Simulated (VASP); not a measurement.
# ZnS (P6_3mc) in VASP: single point with PBE

Aim: the single point of ZnS with PBE.

Program: VASP 6.6.1. These are calculated values, not measurements. Logs are shortened: lines on timing, memory, paths and dates and some standing lists are left out, and cuts for length are marked.

### Step 1. The cell of the first run

Symmetry: P6_3mc, No. 186, hexagonal system. The conventional cell has a = 3.847 Å, b = 3.847 Å, c = 25.157 Å, α = 90.00°, β = 90.00°, γ = 120.00°. Within 3.1 Å of Zn (site symmetry 3m) lie 4 S at 2.36 Å. Within 3.1 Å of Zn (site symmetry 3m) lie 4 S at 2.36 Å. Zn (site symmetry 3m) has 4 S at 2.36 Å within 3.1 Å. Zn (site symmetry 3m) has 4 S at 2.36 Å within 3.1 Å. S (site symmetry 3m) has 4 Zn at 2.36 Å within 3.1 Å. Within 3.1 Å of S (site symmetry 3m) lie 4 Zn at 2.36 Å. Within 3.1 Å of S (site symmetry 3m) lie 4 Zn at 2.36 Å. S (site symmetry 3m) has 4 Zn at 2.36 Å within 3.1 Å.

### Step 2. Single point, PBE

File INCAR:

```
SYSTEM = ZnS
ALGO = Normal
EDIFF = 1E-7
ENCUT = 520
GGA = PE
ISIF = 2
ISMEAR = 0
LASPH = .TRUE.
LCHARG = .FALSE.
LREAL = Auto
LWAVE = .FALSE.
NBANDS = 86
NELM = 100
PREC = Accurate
SIGMA = 0.02
```

File KPOINTS:

```
k-points
0
G
  12 12 2
  0 0 0
```

File POSCAR:

```
ZnS
1.0
    3.8472668077      0.0000000000      0.0000000000
   -1.9236334038      3.3318307906      0.0000000000
    0.0000000000      0.0000000000     25.1569933308
Zn S
8 8
Direct
    0.3333333333      0.6666666667      0.7500275360
    0.3333333333      0.6666666667      0.1249445880
    0.0000000000      0.0000000000      0.0000372535
    0.6666666667      0.3333333333      0.8751479595
    0.6666666667      0.3333333333      0.2500275360
    0.3333333333      0.6666666667      0.3751479595
    0.0000000000      0.0000000000      0.5000372535
    0.6666666667      0.3333333333      0.6249445880
    0.0000000000      0.0000000000      0.5937210886
    0.6666666667      0.3333333333      0.9688071155
    0.3333333333      0.6666666667      0.2186253549
    0.6666666667      0.3333333333      0.3438871041
    0.3333333333      0.6666666667      0.8438871041
    0.3333333333      0.6666666667      0.4688071155
    0.6666666667      0.3333333333      0.7186253549
    0.0000000000      0.0000000000      0.0937210886
```

Potentials or basis: VASP PAW PBE potentials, release 64 (Zn, S).

On the command line:

```sh
cat potpaw_PBE.64/Zn/POTCAR potpaw_PBE.64/S/POTCAR > POTCAR
mpirun -np 1 vasp_std > vasp.out
```

OUTCAR:

```text
SYSTEM = ZnS
   EDIFF = 1E-7
   ENCUT = 520
   GGA = PE
   ISIF = 2
   ISMEAR = 0
   LASPH = .TRUE.
   LREAL = Auto
   NELM = 100
   PREC = Accurate

 ion  position               nearest neighbor table
   1  0.333  0.667  0.750-  15 2.36  15 2.36  15 2.36  13 2.36
   2  0.333  0.667  0.125-  16 2.36  16 2.36  16 2.36  11 2.36
   3  0.000  0.000  0.000-  10 2.36  10 2.36  10 2.36  16 2.36
   4  0.667  0.333  0.875-  10 2.36  13 2.36  13 2.36  13 2.36
   5  0.667  0.333  0.250-  11 2.36  11 2.36  11 2.36  12 2.36
   6  0.333  0.667  0.375-  14 2.36  12 2.36  12 2.36  12 2.36
[... 8 lines left out ...]
  15  0.667  0.333  0.719-   8 2.36   1 2.36   1 2.36   1 2.36
  16  0.000  0.000  0.094-   2 2.36   2 2.36   2 2.36   3 2.36

  LATTYP: Found a hexagonal cell.
 ALAT       =     3.8472668077
 C/A-ratio  =     6.5389260970

  Lattice vectors:

 A1 = (   3.8472668077,   0.0000000000,   0.0000000000)
 A2 = (  -1.9236334038,   3.3318307906,   0.0000000000)
 A3 = (   0.0000000000,   0.0000000000,  25.1569933308)

Analysis of symmetry for initial positions (statically):
=====================================================================
 Subroutine PRICEL returns:
 Original cell was already a primitive cell.

 Routine SETGRP: Setting up the symmetry group for a
 hexagonal supercell.

 Subroutine GETGRP returns: Found 12 space group operations
 (whereof  6 operations were pure point group operations)
 out of a pool of 24 trial point group operations.

The static configuration has the point symmetry C_3v.
 The point group associated with its full space group is C_6v.

Analysis of symmetry for dynamics (positions and initial velocities):
=====================================================================
 Subroutine PRICEL returns:
 Original cell was already a primitive cell.

 Routine SETGRP: Setting up the symmetry group for a
 hexagonal supercell.

 Subroutine GETGRP returns: Found 12 space group operations
 (whereof  6 operations were pure point group operations)
 out of a pool of 24 trial point group operations.

The dynamic configuration has the point symmetry C_3v.
 The point group associated with its full space group is C_6v.

 Subroutine INISYM returns: Found 12 space group operations
 (whereof  6 operations are pure point group operations),
 and found     1 'primitive' translations

----------------------------------------------------------------------------------------

                                     Primitive cell

  volume of cell :     322.4735

  direct lattice vectors                    reciprocal lattice vectors
     3.847266808  0.000000000  0.000000000     0.259924786  0.150067645  0.000000000
    -1.923633404  3.331830791  0.000000000     0.000000000  0.300135290  0.000000000
     0.000000000  0.000000000 25.156993331     0.000000000  0.000000000  0.039750378

  length of vectors
     3.847266808  3.847266808 25.156993331     0.300135290  0.300135290  0.039750378

  position of ions in fractional coordinates (direct lattice)
     0.333333333  0.666666667  0.750027536
     0.333333333  0.666666667  0.124944588
     0.000000000  0.000000000  0.000037253
     0.666666667  0.333333333  0.875147959
     0.666666667  0.333333333  0.250027536
     0.333333333  0.666666667  0.375147959
[... 8 lines left out ...]
     0.666666667  0.333333333  0.718625355
     0.000000000  0.000000000  0.093721089

  ion indices of the primitive-cell ions
   primitive index   ion index
                 1           1
                 2           2
                 3           3
                 4           4
                 5           5
                 6           6
[... 8 lines left out ...]
                15          15
                16          16

----------------------------------------------------------------------------------------

 KPOINTS: k-points

Automatic generation of k-mesh.
 Grid dimensions read from file:
 generate k-points for:   12   12    2

 Generating k-lattice:

  Cartesian coordinates                     Fractional coordinates (reciprocal lattice)
     0.021660399  0.012505637  0.000000000     0.083333333 -0.000000000  0.000000000
     0.000000000  0.025011274  0.000000000     0.000000000  0.083333333  0.000000000
     0.000000000  0.000000000  0.019875189     0.000000000  0.000000000  0.500000000

  Length of vectors
     0.025011274  0.025011274  0.019875189

  Shift w.r.t. Gamma in fractional coordinates (k-lattice)
     0.000000000  0.000000000  0.000000000

 Subroutine IBZKPT returns following result:
 ===========================================

 Found     38 irreducible k-points:

 Following reciprocal coordinates:
            Coordinates               Weight
  0.000000  0.000000  0.000000      1.000000
  0.083333  0.000000  0.000000      6.000000
  0.166667 -0.000000  0.000000      6.000000
  0.250000  0.000000  0.000000      6.000000
  0.333333  0.000000  0.000000      6.000000
  0.416667  0.000000  0.000000      6.000000
[... 16 lines left out ...]
  0.250000  0.000000  0.500000      6.000000
  0.333333  0.000000  0.500000      6.000000
 [... further k-points ...]
   k-points           NKPTS =     38   k-points in BZ     NKDIM =     38   number of bands    NBANDS=     86
   number of dos      NEDOS =    301   number of ions     NIONS =     16
   total plane-waves  NPLWV = 172800
   dimension x,y,z NGX =    30 NGY =   30 NGZ =  192
   dimension x,y,z NGXF=    60 NGYF=   60 NGZF=  384
   ions per type =               8   8
   NGX,Y,Z   is equivalent  to a cutoff of  12.96, 12.96, 12.69 a.u.
   NGXF,Y,Z  is equivalent  to a cutoff of  25.93, 25.93, 25.38 a.u.
 SYSTEM =  ZnS
   PREC   = accura    normal or accurate (medium, high low for compatibility)
   ISTART =      0    job   : 0-new  1-cont  2-samecut
   ICHARG =      2    charge: 1-file 2-atom 10-const
   ISPIN  =      1    spin polarized calculation?
   LNONCOLLINEAR =      F non collinear calculations
   LSORBIT =      F    spin-orbit coupling
   LASPH  =      T    aspherical Exc in radial PAW
   ENCUT  =  520.0 eV  38.22 Ry    6.18 a.u.   7.15  7.15 46.78*2*pi/ulx,y,z
   NELM   =    100;   NELMIN=  2; NELMDL= -5     # of ELM steps
   EDIFF  = 0.1E-06   stopping-criterion for ELM
   LREAL  =      T    real-space projection
   EDIFFG = 0.1E-05   stopping-criterion for IOM
   NSW    =      0    number of steps for IOM
   IBRION =     -1    ionic relax: 0-MD 1-quasi-New 2-CG
   NFREE  =      0    steps in history (QN), initial steepest desc. (CG)
   ISIF   =      2    stress and relaxation
   ISYM   =      2    0-nonsym 1-usesym 2-fastsym
   POTIM  = 0.5000    time-step for ionic-motion
   TEBEG  =    0.0;   TEEND  =   0.0 temperature during run
   PSTRESS=    0.0 pullay stress
   NELECT =     144.0000    total number of electrons
   NUPDOWN=      -1.0000    fix difference up-down
   EMIN   =  10.00;   EMAX   =-10.00  energy-range for DOS
   EFERMI =   0.00;   METHOD = LEGACY
   ISMEAR =     0;   SIGMA  =   0.02  broadening in eV -4-tet -1-fermi 0-gaus
   EFERMI_NEDOS =   21; number of points for ismear=-14 and -15
   IALGO  =     38    algorithm
   IMIX   =      4    mixing-type and parameters
     AMIX     =   0.40;   BMIX     =  1.00
     AMIX_MAG =   1.60;   BMIX_MAG =  1.00
  volume/ion in A,a.u.               =      20.15       136.01
  Fermi-wavevector in a.u.,A,eV,Ry     =   1.251308  2.364630 21.303629  1.565773
  Thomas-Fermi vector in A             =   2.385262
   LORBIT       =      0    0 simple, 1 ext, 2 COOP (PROOUT), +10 PAW based schemes
   GGA     = PE    functional components
   LHFCALC =     F    Hartree Fock is set to
   AEXX    =    0.0000 exact exchange contribution
   IVDW    =     0    specifies the selected vdW correction
   LEPSILON=     F    determine dielectric tensor
   LRPA    =     F    only Hartree local field effects (RPA)
 non-spin polarized calculation
 Gauss-broadening in eV      SIGMA  =   0.02
  energy-cutoff  :      520.00
  volume of cell :      322.47
 maximum number of plane-waves:      8751
 NGX is ok and might be reduce to    30
   NGX = 15   NGY = 15   NGZ = 93

 number of electron     144.0000080 magnetization

 Free energy of the ion-electron system (eV)
  ---------------------------------------------------
  ext. energy  EPLUGINS =         0.00000000
  ---------------------------------------------------
  free energy    TOTEN  =       -54.81552588 eV

  energy without entropy =      -54.81552588  energy(sigma->0) =      -54.81552588

 E-fermi :   1.9986     XC(G=0):  -9.5280

 val. band max:        1.9131874800   @ k =   0.0000   0.0000   0.0000
 cond. band min:       3.9504561574   @ k =   0.0000   0.0000   0.0000
 fundamental gap:      2.0372686774
 Fermi energy:         1.9986174028

 k-point     1 :       0.0000    0.0000    0.0000
  band No.  band energies     occupation
      1     -11.0864      2.00000
      2     -10.9777      2.00000
      3     -10.9697      2.00000
      4     -10.6828      2.00000
      5     -10.6776      2.00000
      6     -10.3533      2.00000
[... 76 lines left out ...]
     83       8.2914      0.00000
     84       8.2920      0.00000

 k-point     2 :       0.0833    0.0000    0.0000
  band No.  band energies     occupation
      1     -11.0411      2.00000
      2     -10.9344      2.00000
      3     -10.9265      2.00000
      4     -10.6455      2.00000
      5     -10.6402      2.00000
      6     -10.3239      2.00000
[... 1903 lines left out ...]
     83       7.6583      0.00000
     84       7.6583      0.00000

 k-point    24 :       0.3333    0.0000    0.5000
  band No.  band energies     occupation
      1     -10.4731      2.00000
      2     -10.4731      2.00000
      3     -10.3300      2.00000
      4     -10.3300      2.00000
      5     -10.1177      2.00000
      6     -10.1177      2.00000
[... 76 lines left out ...]
     83       7.4696      0.00000
     84       7.4696      0.00000

 [... further k-points ...]

 [bands above 84 left out]

------------------------ aborting loop because EDIFF is reached ----------------------------------------

  FORCE on cell =-STRESS in cart. coord.  units (eV):
  Direction    XX          YY          ZZ          XY          YZ          ZX
  --------------------------------------------------------------------------------------
  -------------------------------------------------------------------------------------
  Total        0.8207263      0.8207263      0.8551212      0.0000000      0.0000000      0.0000000
  in kB        4.0776970      4.0776970      4.2485845      0.0000000      0.0000000      0.0000000
  external PRESSURE =       4.1346595 kB  Pullay stress =       0.0000000 kB

 VOLUME and BASIS-vectors are now :
 -----------------------------------------------------------------------------
  energy-cutoff  :      520.00
  volume of cell :      322.47
      direct lattice vectors                 reciprocal lattice vectors
     3.847266808  0.000000000  0.000000000     0.259924786  0.150067645  0.000000000
    -1.923633404  3.331830791  0.000000000     0.000000000  0.300135290  0.000000000
     0.000000000  0.000000000 25.156993331     0.000000000  0.000000000  0.039750378

 POSITION                                       TOTAL-FORCE (eV/Angst)
 -----------------------------------------------------------------------------------
     -0.00000      2.22122     18.86844        -0.000000      0.000000      0.001882
     -0.00000      2.22122      3.14323        -0.000000      0.000000     -0.000287
      0.00000      0.00000      0.00094         0.000000      0.000000     -0.001221
      1.92363      1.11061     22.01609        -0.000000     -0.000000     -0.000609
      1.92363      1.11061      6.28994         0.000000     -0.000000      0.001882
     -0.00000      2.22122      9.43759         0.000000      0.000000     -0.000609
[... 8 lines left out ...]
      1.92363      1.11061     18.07845        -0.000000     -0.000000     -0.000840
      0.00000      0.00000      2.35774         0.000000      0.000000      0.000751
 -----------------------------------------------------------------------------------
    total drift:                               -0.000000     -0.000001      0.005568

  FREE ENERGIE OF THE ION-ELECTRON SYSTEM (eV)
  ---------------------------------------------------
  free  energy   TOTEN  =       -54.8155258834 eV

  energy  without entropy=      -54.8155258834  energy(sigma->0) =      -54.81552588
```

Wall time 42 min (1 thread of Oxide Virtual Turin-like, shared host); peak memory 0.8 GiB.

What came out:

* Free energy: -54.8155 eV
* Pressure: 0.4 GPa
* Band gap on the k mesh: 2.04 eV

Levels at points of the mesh, in eV from the valence-band top:
```csv
k point,band 69,band 70,band 71,band 72,band 73,band 74,band 75,band 76
"(0.00, 0.00, 0.00)",-0.14,-0.02,0.00,0.00,2.04,2.84,2.92,3.20
"(0.50, 0.00, 0.00)",-1.06,-1.06,-0.98,-0.84,3.30,3.38,3.70,3.86
"(0.00, 0.00, 0.50)",-0.04,-0.04,-0.04,-0.04,2.34,2.34,3.22,3.22
"(0.50, 0.00, 0.50)",-1.09,-1.09,-0.90,-0.90,3.43,3.43,3.61,3.61
```
